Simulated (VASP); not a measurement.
# CaF2 (Fm-3m) in VASP: notebook, part 2 of 2

VASP 6.6.1. Earlier steps stand in the parts before.

### Step 3. Relaxation of cell and atoms, LDA, target pressure 10 GPa, at which the enthalpy is minimised

INCAR

```
SYSTEM = CaF2
PREC = Accurate ; ENCUT = 600
EDIFF = 1E-7 ; ISMEAR = 0
SIGMA = 0.01 ; LREAL = .FALSE.
LASPH = .TRUE. ; NELM = 120
ALGO = Normal ; ISIF = 3
LWAVE = .FALSE. ; LCHARG = .FALSE.
GGA = CA ; IBRION = 2
NSW = 100 ; EDIFFG = -0.002
PSTRESS = 100.0 ; GGA_COMPAT = .FALSE.
NELMIN = 4
```

KPOINTS

```
Automatic mesh
0
G
  6 6 6
  0 0 0
```

POSCAR

```
CaF2
1.0
    0.0000000000      2.6630867131      2.6630867131
    2.6630867131      0.0000000000      2.6630867131
    2.6630867131      2.6630867131      0.0000000000
Ca F
1 2
Direct
    0.0000000000      0.0000000000      0.0000000000
    0.2500000000      0.2500000000      0.2500000000
    0.7500000000      0.7500000000      0.7500000000
```

Potentials or basis: VASP PAW LDA potentials, release 64 (Ca_sv, F).

The run is started by

```
$ cat potpaw_LDA.64/Ca_sv/POTCAR potpaw_LDA.64/F/POTCAR > POTCAR
$ mpirun -np 1 vasp_std > vasp.out
```

OUTCAR:

```text
SYSTEM = CaF2
   PREC = Accurate
   ENCUT = 600
   EDIFF = 1E-7
   ISMEAR = 0
   LREAL = .FALSE.
   LASPH = .TRUE.
   NELM = 120
   ISIF = 3
   GGA = CA
   IBRION = 2
   NSW = 100
   EDIFFG = -0.002
   PSTRESS = 100.0
   NELMIN = 4

 ion  position               nearest neighbor table
   1  0.000  0.000  0.000-   3 2.31   3 2.31   3 2.31   2 2.31   2 2.31   2 2.31   3 2.31   2 2.31

   2  0.250  0.250  0.250-   1 2.31   1 2.31   1 2.31   1 2.31
   3  0.750  0.750  0.750-   1 2.31   1 2.31   1 2.31   1 2.31

  LATTYP: Found a face centered cubic cell.
 ALAT       =     5.3261734262

  Lattice vectors:

 A1 = (   0.0000000000,   2.6630867131,   2.6630867131)
 A2 = (   2.6630867131,   0.0000000000,   2.6630867131)
 A3 = (   2.6630867131,   2.6630867131,   0.0000000000)

Analysis of symmetry for initial positions (statically):
=====================================================================
 Subroutine PRICEL returns:
 Original cell was already a primitive cell.

 Routine SETGRP: Setting up the symmetry group for a
 face centered cubic supercell.

 Subroutine GETGRP returns: Found 48 space group operations
 (whereof 48 operations were pure point group operations)
 out of a pool of 48 trial point group operations.

The static configuration has the point symmetry O_h .

Analysis of symmetry for dynamics (positions and initial velocities):
=====================================================================
 Subroutine PRICEL returns:
 Original cell was already a primitive cell.

 Routine SETGRP: Setting up the symmetry group for a
 face centered cubic supercell.

 Subroutine GETGRP returns: Found 48 space group operations
 (whereof 48 operations were pure point group operations)
 out of a pool of 48 trial point group operations.

The dynamic configuration has the point symmetry O_h .

 Subroutine INISYM returns: Found 48 space group operations
 (whereof 48 operations are pure point group operations),
 and found     1 'primitive' translations

[... 94 lines left out ...]
   ISYM   =      2    0-nonsym 1-usesym 2-fastsym
   POTIM  = 0.5000    time-step for ionic-motion
   TEBEG  =    0.0;   TEEND  =   0.0 temperature during run
   PSTRESS=  100.0 pullay stress
   NELECT =      24.0000    total number of electrons
   NUPDOWN=      -1.0000    fix difference up-down
   EMIN   =  10.00;   EMAX   =-10.00  energy-range for DOS
   EFERMI =   0.00;   METHOD = LEGACY
   ISMEAR =     0;   SIGMA  =   0.01  broadening in eV -4-tet -1-fermi 0-gaus
   EFERMI_NEDOS =   21; number of points for ismear=-14 and -15
   IALGO  =     38    algorithm
   IMIX   =      4    mixing-type and parameters
     AMIX     =   0.40;   BMIX     =  1.00
     AMIX_MAG =   1.60;   BMIX_MAG =  1.00
  volume/ion in A,a.u.               =      12.59        84.97
  Fermi-wavevector in a.u.,A,eV,Ry     =   1.407397  2.659595 26.949960  1.980766
  Thomas-Fermi vector in A             =   2.529660
   LORBIT       =      0    0 simple, 1 ext, 2 COOP (PROOUT), +10 PAW based schemes
   GGA     = CA    functional components
   LHFCALC =     F    Hartree Fock is set to
   AEXX    =    0.0000 exact exchange contribution
   IVDW    =     0    specifies the selected vdW correction
   LEPSILON=     F    determine dielectric tensor
   LRPA    =     F    only Hartree local field effects (RPA)
 conjugate gradient relaxation of ions
 non-spin polarized calculation
 Gauss-broadening in eV      SIGMA  =   0.01
  energy-cutoff  :      600.00
  volume of cell :       37.77
 maximum number of plane-waves:      1283
   NGX = 15   NGY = 15   NGZ = 15

--------------------------------------- Ionic step        1  -------------------------------------------

 number of electron      23.9999999 magnetization

 Free energy of the ion-electron system (eV)
  ---------------------------------------------------
  ext. energy  EPLUGINS =         0.00000000
  ---------------------------------------------------
  free energy    TOTEN  =       -19.01102153 eV

  energy without entropy =      -19.01102153  energy(sigma->0) =      -19.01102153

------------------------ aborting loop because EDIFF is reached ----------------------------------------

  FORCE on cell =-STRESS in cart. coord.  units (eV):
  Direction    XX          YY          ZZ          XY          YZ          ZX
  --------------------------------------------------------------------------------------
  -------------------------------------------------------------------------------------
  Total        0.1138441      0.1138441      0.1138441      0.0000000      0.0000000      0.0000000
  in kB        4.8287550      4.8287550      4.8287550      0.0000000      0.0000000      0.0000000
  external PRESSURE =     -95.1712450 kB  Pullay stress =     100.0000000 kB
[... 65 lines left out ...]
--------------------------------------- Ionic step        3  -------------------------------------------

 number of electron      24.0000011 magnetization

 Free energy of the ion-electron system (eV)
  ---------------------------------------------------
  ext. energy  EPLUGINS =         0.00000000
  ---------------------------------------------------
  free energy    TOTEN  =       -18.92520263 eV

  energy without entropy =      -18.92520263  energy(sigma->0) =      -18.92520263

 E-fermi :  -0.3153     XC(G=0): -11.1574

 val. band max:       -0.4497391461   @ k =   0.5000   0.5000   0.0000
 cond. band min:       7.3967015480   @ k =   0.0000   0.0000   0.0000
 fundamental gap:      7.8464406941
 Fermi energy:        -0.3152514479

 k-point     1 :       0.0000    0.0000    0.0000
  band No.  band energies     occupation
      1     -35.2195      2.00000
      2     -20.3782      2.00000
      3     -19.3052      2.00000
      4     -16.4423      2.00000
      5     -16.4423      2.00000
      6     -16.4423      2.00000
[... 327 lines left out ...]
  energy  without entropy=      -18.9252026290  energy(sigma->0) =      -18.92520263

  enthalpy is  TOTEN    =       -16.7427417478 eV   P V=        2.1824608812

 reached required accuracy - stopping structural energy minimisation
```

CONTCAR:

```text
CaF2
   1.00000000000000
     0.0000000000000000    2.5954281953730800    2.5954281953730800
     2.5954281953730800    0.0000000000000000    2.5954281953730800
     2.5954281953730800    2.5954281953730800    0.0000000000000000
  Ca              F
     1     2
Direct
     0.0000000000000000    0.0000000000000000    0.0000000000000000
     0.2500000000000000    0.2500000000000000    0.2500000000000000
     0.7500000000000000    0.7500000000000000    0.7500000000000000

  0.00000000E+00  0.00000000E+00  0.00000000E+00
  0.00000000E+00  0.00000000E+00  0.00000000E+00
  0.00000000E+00  0.00000000E+00  0.00000000E+00
```

It took 34 s on 1 thread of Intel Xeon 8259CL, shared host; peak memory 0.16 GiB.

What came out:

```
Free energy                                                : -18.9252 eV
Relaxed volume                                             : 11.66 Å³/atom
Relaxed cell                                               : a = 3.670 Å, b = 3.670 Å, c = 3.670 Å, α = 60.00°, β = 60.00°, γ = 60.00°
Space group after relaxing (to 0.1 Å)                      : Fm-3m (No. 225)
Energy change on relaxing (the run minimises the enthalpy) : +28.6 meV/atom
Ionic steps                                                : 3
Pressure after relaxing                                    : 10.0 GPa
Band gap on the k mesh                                     : 7.85 eV (least direct gap 8.13 eV)
```

Step by step:
| step | energy change (eV) | largest force (eV/Å) | pressure (GPa) | volume (Å³) |
| --- | --- | --- | --- | --- |
| 1 | 0.0000 | 0.0000 | 0.48 | 37.77 |
| 2 | 0.1747 | 0.0000 | 15.19 | 33.83 |
| 3 | 0.0858 | 0.0000 | 10.01 | 34.97 |

Final structure:
```cif
data_structure
_symmetry_space_group_name_H-M 'P 1'
_symmetry_Int_Tables_number 1
_cell_length_a 3.6705
_cell_length_b 3.6705
_cell_length_c 3.6705
_cell_angle_alpha 60.000
_cell_angle_beta 60.000
_cell_angle_gamma 60.000
_cell_volume 34.97
loop_
_atom_site_label
_atom_site_type_symbol
_atom_site_fract_x
_atom_site_fract_y
_atom_site_fract_z
_atom_site_occupancy
Ca1 Ca 0.00000 0.00000 0.00000 1
F1 F 0.25000 0.25000 0.25000 1
F2 F 0.75000 0.75000 0.75000 1
```

Levels at points of the mesh, in eV from the valence-band top:
| k point | band 9 | band 10 | band 11 | band 12 | band 13 | band 14 | band 15 | band 16 |
| --- | --- | --- | --- | --- | --- | --- | --- | --- |
| (0.00, 0.00, 0.00) | -2.71 | -0.28 | -0.28 | -0.28 | 7.85 | 9.57 | 9.57 | 12.45 |
| (0.50, 0.00, 0.00) | -1.51 | -1.46 | -0.94 | -0.94 | 9.89 | 9.89 | 10.68 | 11.05 |
| (0.50, 0.50, 0.00) | -1.87 | -0.48 | -0.48 | 0.00 | 8.25 | 10.33 | 10.82 | 11.87 |

Caveat: the cell is relaxed towards a set pressure, so the run minimises the enthalpy, not the energy. A k mesh can miss the band edges.

### Step 4. Relaxation of cell and atoms, LDA, target pressure 15 GPa, at which the enthalpy is minimised

INCAR

```
SYSTEM = CaF2
ALGO = Normal
EDIFF = 1E-7
EDIFFG = -0.002
ENCUT = 600
GGA = CA
GGA_COMPAT = .False.
IBRION = 2
ISIF = 3
ISMEAR = 0
LASPH = .True.
LCHARG = .False.
LREAL = .False.
LWAVE = .False.
NELM = 120
NELMIN = 4
NSW = 100
PREC = Accurate
PSTRESS = 150.0
SIGMA = 0.01
```

KPOINTS

```
k-points
0
Gamma
  6 6 6
  0 0 0
```

POSCAR is that of step 3.

The run is started by

```
$ cat potpaw_LDA.64/Ca_sv/POTCAR potpaw_LDA.64/F/POTCAR > POTCAR
$ mpirun -np 1 vasp_std > vasp.out
```

Wall time 56 s (1 thread of Intel Xeon 8259CL, shared host); peak memory 0.16 GiB.

It converged, with:

```yaml
Free_energy: -18.8399 eV
Relaxed_volume: 11.29 Å³/atom
Relaxed_cell: a = 3.632 Å, b = 3.632 Å, c = 3.632 Å, α = 60.00°, β = 60.00°, γ = 60.00°
Space_group_after_relaxing_to_0.1_Å: Fm-3m (No. 225)
Energy_change_on_relaxing_the_run_minimises_the_enthalpy: +57.1 meV/atom
Ionic_steps: 6
Pressure_after_relaxing: 15.0 GPa
Band_gap_on_the_k_mesh: 8.06 eV (least direct gap 8.32 eV)
```

The path:
```csv
step,energy change (eV),largest force (eV/Å),pressure (GPa),volume (Å³)
1,0.0000,0.0000,0.48,37.77
2,0.4258,0.0000,26.51,31.87
3,0.1701,0.0000,14.94,33.88
4,0.1772,0.0000,15.32,33.80
5,0.1677,0.0000,14.81,33.91
6,0.1712,0.0000,14.99,33.87
```

Final structure:
```cif
data_structure
_symmetry_space_group_name_H-M 'P 1'
_symmetry_Int_Tables_number 1
_cell_length_a 3.6316
_cell_length_b 3.6316
_cell_length_c 3.6316
_cell_angle_alpha 60.000
_cell_angle_beta 60.000
_cell_angle_gamma 60.000
_cell_volume 33.87
loop_
_atom_site_label
_atom_site_type_symbol
_atom_site_fract_x
_atom_site_fract_y
_atom_site_fract_z
_atom_site_occupancy
Ca1 Ca 0.00000 0.00000 0.00000 1
F1 F 0.25000 0.25000 0.25000 1
F2 F 0.75000 0.75000 0.75000 1
```

Levels at points of the mesh, in eV from the valence-band top:
| k point | band 8 | band 9 | band 10 | band 11 | band 12 | band 13 | band 14 | band 15 | band 16 |
| --- | --- | --- | --- | --- | --- | --- | --- | --- | --- |
| (0.00, 0.00, 0.00) | -2.84 | -2.84 | -0.29 | -0.29 | -0.29 | 8.06 | 9.68 | 9.68 | 12.72 |
| (0.50, 0.00, 0.00) | -2.08 | -1.55 | -1.50 | -0.96 | -0.96 | 10.02 | 10.02 | 10.90 | 11.20 |
| (0.50, 0.50, 0.00) | -1.90 | -1.90 | -0.51 | -0.51 | 0.00 | 8.32 | 10.53 | 10.99 | 12.09 |

Caveat: the cell is relaxed towards a set pressure, so the run minimises the enthalpy, not the energy.

### Step 5. Overview

```tsv
cell	gap on the mesh (eV)	pressure (GPa)
relaxed to 7 GPa	7.71	7.0
relaxed to 10 GPa	7.85	10.0
relaxed to 15 GPa	8.06	15.0
```

Alike in all rows: task relaxation of cell and atoms; level LDA; potentials or basis VASP PAW LDA potentials, release 64 (Ca_sv, F); no spin polarisation; k mesh 6 × 6 × 6; cutoff (eV) 600; smearing gaussian 0.01 eV.

Caveats: the cell is relaxed towards a set pressure, so the run minimises the enthalpy, not the energy.

Absolute energies hang on the potentials; compare differences alone.
